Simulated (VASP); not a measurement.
Set up this calculation in VASP 6.6.1, as the native input.

- Task: relaxation of cell and atoms
- Functional: PBE
- Potentials or basis: VASP PAW PBE potentials, release 64 (Be, Ge_d, O)
- Cutoff: 600 eV
- k mesh: 10 × 10 × 10
- Occupations: gaussian, width 0.01 eV
- Spin: no spin polarisation
- Dipole correction: no
- Further INCAR settings: ALGO = Normal; EDIFF = 1e-06; IBRION = 2; EDIFFG = -0.005; NSW = 100; ISIF = 3

The structure of Be3GeO lies in POSCAR:

```
Be3GeO
1.0
    3.6310926057      0.0000000000      0.0000000000
    0.0000000000      3.6310926057      0.0000000000
    0.0000000000      0.0000000000      3.6310926057
Be Ge O
3 1 1
Direct
    0.5000000000      0.5000000000      0.0000000000
    0.0000000000      0.5000000000      0.5000000000
    0.5000000000      0.0000000000      0.5000000000
    0.0000000000      0.0000000000      0.0000000000
    0.5000000000      0.5000000000      0.5000000000
```

The input as run:

INCAR

```
PREC = Accurate
ENCUT = 600
EDIFF = 1E-6
ISMEAR = 0
SIGMA = 0.01
LREAL = False
LASPH = True
NELM = 80
ALGO = Normal
ISIF = 3
LWAVE = False
LCHARG = False
GGA = PE
IBRION = 2
NSW = 100
EDIFFG = -0.005
```

KPOINTS

```
Automatic mesh
0
Gamma
  10 10 10
```

Potentials or basis: VASP PAW PBE potentials, release 64 (Be, Ge_d, O).

Launch:

```console
$ cat potpaw_PBE.64/Be/POTCAR potpaw_PBE.64/Ge_d/POTCAR potpaw_PBE.64/O/POTCAR > POTCAR
$ mpirun -np 1 vasp_std > vasp.out
```

Results of the run:

- Relaxed volume: 9.60 Å³/atom
- Relaxed cell: a = 3.635 Å, b = 3.635 Å, c = 3.635 Å, α = 90.00°, β = 90.00°, γ = 90.00°
- Space group after relaxing (to 0.1 Å): Pm-3m (No. 221)
- Energy gained by relaxing: 0.0 meV/atom
- Ionic steps: 2
- Pressure after relaxing: -0.1 GPa
- Band gap on the k mesh: zero (bands 13 and 14 overlap by 0.48 eV)

Wall time 2.3 min on 1 thread of Intel Xeon 8259CL (shared host), peak memory 0.21 GiB.
